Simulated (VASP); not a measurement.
A run of VASP 6.6.1 is set up as follows.

File POSCAR:

```
MgF2
1.0
    4.6220159946      0.0000000000      0.0000000000
    0.0000000000      4.6220159946      0.0000000000
    0.0000000000      0.0000000000      3.0156506419
Mg F
2 4
Direct
    0.0000000000      0.0000000000      0.0000000000
    0.5000000000      0.5000000000      0.5000000000
    0.3024930229      0.3024930229      0.0000000000
    0.1975069771      0.8024930229      0.5000000000
    0.8024930229      0.1975069771      0.5000000000
    0.6975069771      0.6975069771      0.0000000000
```

Contents of INCAR.step1:

```
SYSTEM = MgF2
  PREC = Accurate
  ENCUT = 520
  EDIFF = 1E-5
  ISMEAR = 0
  SIGMA = 0.01
  LREAL = .False.
  LASPH = .True.
  NELM = 120
  ALGO = Normal
  ISIF = 2
  LWAVE = .True.
  NBANDS = 25
  GGA = PE
  GGA_COMPAT = .False.
  KPAR = 4
```

The input INCAR.step2:

```
SYSTEM = MgF2
  PREC = Accurate
  ENCUT = 520
  EDIFF = 1E-6
  ISMEAR = 0
  SIGMA = 0.01
  LREAL = .False.
  LASPH = .True.
  NELM = 120
  ALGO = Normal
  ISIF = 2
  LWAVE = .False.
  LCHARG = .True.
  GGA = PE
  LHFCALC = .True.
  HFSCREEN = 0.2079
  PRECFOCK = Normal
  LVHAR = .True.
  NBANDS = 25
  ISTART = 1
  GGA_COMPAT = .False.
  KPAR = 4
```

The input KPOINTS:

```
Automatic mesh
0
Gamma
  4 4 6
  0 0 0
```

Potentials or basis: VASP PAW PBE potentials, release 64 (Mg, F).

Command:

```console
$ cat potpaw_PBE.64/Mg/POTCAR potpaw_PBE.64/F/POTCAR > POTCAR
$ cp INCAR.step1 INCAR
$ mpirun -np 4 vasp_std > vasp.out
$ cp INCAR.step2 INCAR
$ mpirun -np 4 vasp_std > vasp.out
```

**Question.** Predict the largest force.

**Answer.** 0.018 eV/Å.

**Question.** Predict the band gap on the k mesh.

**Answer.** 9.50 eV.

**Question.** Estimate the pressure.

**Answer.** 1.9 GPa.

Stress tensor (GPa, compression positive):
```
1.43 0.00 0.00
0.00 1.43 0.00
0.00 0.00 2.85
```

Caveat: the cell differs from its parent crystal (uniaxial z strain -1.0%); the PAW data sets were made with another functional, which shifts forces and pressure a little.
